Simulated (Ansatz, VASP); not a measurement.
# One calculation of GaAs, two programs

The input INCAR:

```
PREC = Accurate
ENCUT = 500
EDIFF = 1E-6
ISMEAR = 0
SIGMA = 0.01
LREAL = False
LASPH = True
NELM = 120
ALGO = Normal
ISIF = 2
LWAVE = False
LCHARG = True
GGA = PS
LELF = True
LVHAR = True
NBANDS = 16
GGA_COMPAT = False
```

KPOINTS

```
regular mesh
0
Gamma
  10 10 10
```

POSCAR

```
GaAs
1.0
    0.0000000000      2.7191670983      2.9265742757
    2.7191670983      0.0000000000      2.9265742757
    2.7191670983      2.7191670983      0.0000000000
Ga As
1 1
Direct
    0.0000000000      0.0000000000      0.0000000000
    0.2500000000      0.2500000000      0.2500000000
```

Input for Ansatz:

```yaml
crystal:
  lattice:
    - [0.0, 2.7191670983, 2.9265742757]
    - [2.7191670983, 0.0, 2.9265742757]
    - [2.7191670983, 2.7191670983, 0.0]
  atoms:
    - { symbol: Ga, position: [0.0, 0.0, 0.0] }
    - { symbol: As, position: [0.25, 0.25, 0.25] }
basis:
  ecutwfc: 600.0
kpoints:
  mp_grid: { grid: [10, 10, 10] }
  band_path:
    path:
      - [0.0, 0.0, 0.0]
      - [0.0, 0.0, 0.0]
      - [0.0, 0.0, 0.0]
      - [0.0, 0.0, 0.0]
      - [0.0, 0.0, 0.0]
      - [0.0, 0.0, 0.0]
      - [0.0, 0.0, 0.0]
      - [0.0, 0.0, 0.0]
      - [0.0, 0.0, 0.0]
      - [0.0, 0.0, 0.0]
      - [0.0, 0.0, 0.0]
      - [0.0, 0.0, 0.0]
      - [0.0, 0.0, 0.0]
      - [0.0, 0.0, 0.0]
      - [0.0, 0.0, 0.0]
      - [0.0, 0.0, 0.0]
      - [0.0, 0.0, 0.0]
      - [0.0, 0.0, 0.0]
      - [0.0, 0.0, 0.0]
      - [0.0, 0.0, 0.0]
      - [0.0, 0.0, 0.0]
      - [0.0, 0.0, 0.0]
      - [0.0, 0.0, 0.0]
      - [0.0, 0.0, 0.0]
      - [0.0, 0.0, 0.0]
      - [0.0, 0.0, 0.0]
      - [0.3, 0.3, 0.0]
      - [0.3166666667, 0.3166666667, 0.0]
      - [0.3333333333, 0.3333333333, 0.0]
      - [0.35, 0.35, 0.0]
      - [0.3666666667, 0.3666666667, 0.0]
      - [0.3833333333, 0.3833333333, 0.0]
      - [0.4, 0.4, 0.0]
      - [0.4166666667, 0.4166666667, 0.0]
      - [0.4333333333, 0.4333333333, 0.0]
      - [0.45, 0.45, 0.0]
      - [0.4666666667, 0.4666666667, 0.0]
      - [0.4833333333, 0.4833333333, 0.0]
      - [0.5, 0.5, 0.0]
      - [0.0, 0.3, 0.3]
      - [0.0, 0.3166666667, 0.3166666667]
      - [0.0, 0.3333333333, 0.3333333333]
      - [0.0, 0.35, 0.35]
      - [0.0, 0.3666666667, 0.3666666667]
      - [0.0, 0.3833333333, 0.3833333333]
      - [0.0, 0.4, 0.4]
      - [0.0, 0.4166666667, 0.4166666667]
      - [0.0, 0.4333333333, 0.4333333333]
      - [0.0, 0.45, 0.45]
      - [0.0, 0.4666666667, 0.4666666667]
      - [0.0, 0.4833333333, 0.4833333333]
      - [0.0, 0.5, 0.5]
      - [0.5, 0.5, 0.5]
      - [0.5, 0.5, 0.5]
      - [0.5, 0.5, 0.5]
      - [0.5, 0.5, 0.5]
      - [0.5, 0.5, 0.5]
      - [0.5, 0.5, 0.5]
      - [0.5, 0.5, 0.5]
      - [0.5, 0.5, 0.5]
      - [0.5, 0.5, 0.5]
      - [0.5, 0.5, 0.5]
      - [0.5, 0.5, 0.5]
      - [0.5, 0.5, 0.5]
      - [0.5, 0.5, 0.5]
      - [0.0, 0.0, 0.5]
      - [0.0, 0.0, 0.5]
      - [0.0, 0.0, 0.5]
      - [0.0, 0.0, 0.5]
      - [0.0, 0.0, 0.5]
      - [0.0, 0.0, 0.5]
      - [0.0, 0.0, 0.5]
      - [0.0, 0.0, 0.5]
      - [0.0, 0.0, 0.5]
      - [0.0, 0.0, 0.5]
      - [0.0, 0.0, 0.5]
      - [0.0, 0.0, 0.5]
      - [0.0, 0.0, 0.5]
    npoints: 1
hamiltonian:
  xc: pbesol
  pseudopotentials: { kind: paw }
scf:
  occupations: { method: fixed }
  n_extra_bands: 5
output:
  eigenvalues: true
```

Alike in both runs: task single point; functional PBEsol; k mesh 10 × 10 × 10; no spin polarisation.

|  | VASP | Ansatz |
| --- | --- | --- |
| version | VASP 6.6.1 | Ansatz 0.2.0 |
| potentials or method | VASP PAW PBE potentials, release 64 (Ga_d, As), cutoff 500 eV | scalar-relativistic, plane waves, PAW |
| occupations | gaussian, width 0.01 eV | fixed |
| valence electrons in the cell | 18 | 28 |

```tsv
	VASP	Ansatz	Ansatz less VASP
gap on the k mesh at the Fermi level (eV)	0.57	0.56	-0.016
least direct gap on the mesh (eV)	0.57	0.56	-0.016
```

VASP's potentials were made for PBE, not for PBEsol. VASP's potentials hold 18 valence electrons a cell and Ansatz's 28, so a difference there can come from the potentials and not from the codes.
